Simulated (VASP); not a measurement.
# Se (P6_3/mmc) in VASP: notebook, part 2 of 2

VASP 6.6.1. Earlier steps stand in the parts before.

### 3 Relaxation of cell and atoms, PBE

This run uses another cell than the first one, of 21.07 Å³/atom.

INCAR reads:

```
SYSTEM = Se
ALGO = Normal ; EDIFF = 1E-6
EDIFFG = -0.02 ; ENCUT = 600
GGA = PE ; IBRION = 2
ISIF = 3 ; ISMEAR = -1
LASPH = .True. ; LCHARG = .False.
LREAL = .False. ; LWAVE = .False.
NELM = 80 ; NSW = 80
PREC = Accurate ; SIGMA = 0.05
```

KPOINTS reads:

```
k-points
0
Gamma
  9 9 5
  0 0 0
```

POSCAR reads:

```
Se
1.0
    3.1000000000      0.0000000000      0.0000000000
   -1.5500000000      2.6846787517      0.0000000000
    0.0000000000      0.0000000000      5.0623000000
Se
2
Direct
    0.3333333333      0.6666666667      0.2500000000
    0.6666666667      0.3333333333      0.7500000000
```

Potentials or basis: VASP PAW PBE potentials, release 64 (Se).

Command:

```bash
$ cat potpaw_PBE.64/Se/POTCAR > POTCAR
$ mpirun -np 1 vasp_std > vasp.out
```

OUTCAR:

```text
SYSTEM = Se
   EDIFF = 1E-6
   EDIFFG = -0.02
   ENCUT = 600
   GGA = PE
   IBRION = 2
   ISIF = 3
   ISMEAR = -1
   LASPH = .True.
   LREAL = .False.
   NELM = 80
   NSW = 80
   PREC = Accurate

 ion  position               nearest neighbor table
   1  0.333  0.667  0.250-
   2  0.667  0.333  0.750-

  LATTYP: Found a hexagonal cell.
 ALAT       =     3.1000000000
 C/A-ratio  =     1.6330000000

  Lattice vectors:

 A1 = (   3.1000000000,   0.0000000000,   0.0000000000)
 A2 = (  -1.5500000000,   2.6846787517,   0.0000000000)
 A3 = (   0.0000000000,   0.0000000000,   5.0623000000)

Analysis of symmetry for initial positions (statically):
=====================================================================
 Subroutine PRICEL returns:
 Original cell was already a primitive cell.

 Routine SETGRP: Setting up the symmetry group for a
 hexagonal supercell.

 Subroutine GETGRP returns: Found 24 space group operations
 (whereof 12 operations were pure point group operations)
 out of a pool of 24 trial point group operations.

The static configuration has the point symmetry D_3d.
 The point group associated with its full space group is D_6h.

Analysis of symmetry for dynamics (positions and initial velocities):
[... 160 lines left out ...]

  energy without entropy =       -5.56320055  energy(sigma->0) =       -5.56996331

------------------------ aborting loop because EDIFF is reached ----------------------------------------

  FORCE on cell =-STRESS in cart. coord.  units (eV):
  Direction    XX          YY          ZZ          XY          YZ          ZX
  --------------------------------------------------------------------------------------
  -------------------------------------------------------------------------------------
  Total        0.0566706      0.0566706     -1.6704716     -0.0000000      0.0000000      0.0000000
  in kB        2.1550948      2.1550948    -63.5254543     -0.0000000      0.0000000      0.0000000
  external PRESSURE =     -19.7384216 kB  Pullay stress =       0.0000000 kB
[... 722 lines left out ...]
 k-point    24 :       0.3333    0.3333    0.2000
  band No.  band energies     occupation
      1      -8.1942      2.00000
      2      -8.1942      2.00000
      3      -0.6627      2.00000
      4       0.5526      2.00000
      5       0.5526      2.00000
      6       4.4534      1.99440
      7       5.8410      0.00000
      8       5.8410      0.00000
      9      13.1502      0.00000
     10      13.5355      0.00000

 [... further k-points ...]

[... ionic steps 4 to 19 ...]

--------------------------------------- Ionic step       20  -------------------------------------------

 number of electron      12.0000000 magnetization

------------------------ aborting loop because EDIFF is reached ----------------------------------------
[... 67 lines left out ...]
--------------------------------------- Ionic step       22  -------------------------------------------

 number of electron      12.0000000 magnetization

 Free energy of the ion-electron system (eV)
  ---------------------------------------------------
  ext. energy  EPLUGINS =         0.00000000
  ---------------------------------------------------
  free energy    TOTEN  =        -6.27996791 eV

  energy without entropy =       -6.27145472  energy(sigma->0) =       -6.27571132

 E-fermi :   4.5540     XC(G=0):  -9.9676

 val. band max:        4.5385132736   @ k =   0.2222   0.0000   0.0000
 cond. band min:       4.5567222257   @ k =   0.3333   0.1111   0.0000
 fundamental gap:      0.0182089521
 Fermi energy:         4.5539877133
[... 341 lines left out ...]
  FREE ENERGIE OF THE ION-ELECTRON SYSTEM (eV)
  ---------------------------------------------------
  free  energy   TOTEN  =        -6.2799679146 eV

  energy  without entropy=       -6.2714547219  energy(sigma->0) =       -6.27571132

 reached required accuracy - stopping structural energy minimisation
```

CONTCAR:

```text
Se
   1.00000000000000
     3.6959288602779004    0.0000000000000000    0.0000000000000000
    -1.8479644301389502    3.2007682835283200   -0.0000000000000000
    -0.0000000000000001    0.0000000000000001    3.8108288752138919
  Se
     2
Direct
     0.3333333332999970    0.6666666667000030    0.2500000000000000
     0.6666666667000030    0.3333333332999970    0.7500000000000000

  0.00000000E+00  0.00000000E+00  0.00000000E+00
  0.00000000E+00  0.00000000E+00  0.00000000E+00
```

It took 4.6 min on 1 thread of Intel Xeon 8259CL, shared host; peak memory 0.2 GiB.

What came out:

| Item | Value |
| --- | --- |
| Free energy | -6.2800 eV |
| Relaxed volume | 22.54 Å³/atom |
| Relaxed cell | a = 3.696 Å, b = 3.696 Å, c = 3.811 Å, α = 90.00°, β = 90.00°, γ = 120.00° |
| Space group after relaxing (to 0.1 Å) | P6_3/mmc (No. 194) |
| Energy gained by relaxing | 351.6 meV/atom |
| Ionic steps | 22 |
| Pressure after relaxing | 0.1 GPa |
| Band gap on the k mesh | zero (bands 6 and 7 overlap by 2.28 eV) |

Step by step:
```csv
step,energy change (eV),largest force (eV/Å),pressure (GPa),volume (Å³)
1,0.0000,0.0000,-1.97,42.13
2,-0.0578,0.0000,0.63,40.54
3,-0.1000,0.0000,12.62,36.15
4,-0.1301,0.0000,6.75,37.84
5,-0.1469,0.0000,7.14,37.77
6,-0.2165,0.0000,8.62,37.50
7,-0.3611,0.0000,13.39,36.78
8,0.2166,0.0000,32.64,34.60
9,-0.3576,0.0000,15.85,36.44
10,-0.3971,0.0000,15.19,36.82
11,-0.4519,0.0000,14.13,37.91
12,-0.5169,0.0000,11.58,38.68
13,-0.6435,0.0000,5.17,41.02
14,-0.6508,0.0000,-3.29,45.98
15,-0.6821,0.0000,-0.10,43.71
16,-0.6823,0.0000,0.26,43.48
17,-0.6836,0.0000,0.26,43.54
18,-0.6869,0.0000,0.25,43.73
19,-0.6927,0.0000,0.24,44.10
20,-0.7020,0.0000,0.17,44.82
21,-0.6855,0.0000,-0.31,46.19
22,-0.7032,0.0000,0.10,45.08
```

Final structure:
```cif
data_structure
_symmetry_space_group_name_H-M 'P 1'
_symmetry_Int_Tables_number 1
_cell_length_a 3.6959
_cell_length_b 3.6959
_cell_length_c 3.8108
_cell_angle_alpha 90.000
_cell_angle_beta 90.000
_cell_angle_gamma 120.000
_cell_volume 45.08
loop_
_atom_site_label
_atom_site_type_symbol
_atom_site_fract_x
_atom_site_fract_y
_atom_site_fract_z
_atom_site_occupancy
Se1 Se 0.33333 0.66667 0.25000 1
Se2 Se 0.66667 0.33333 0.75000 1
```

Levels at points of the mesh, in eV from the Fermi level:
```
           k point  band 4  band 5  band 6  band 7  band 8  band 9
(0.00, 0.00, 0.00)   -2.33   -2.33    0.80    0.80    3.31    4.26
```

Caveat: a cell axis changed by over 15 % at a fixed basis, so the end point is rough.
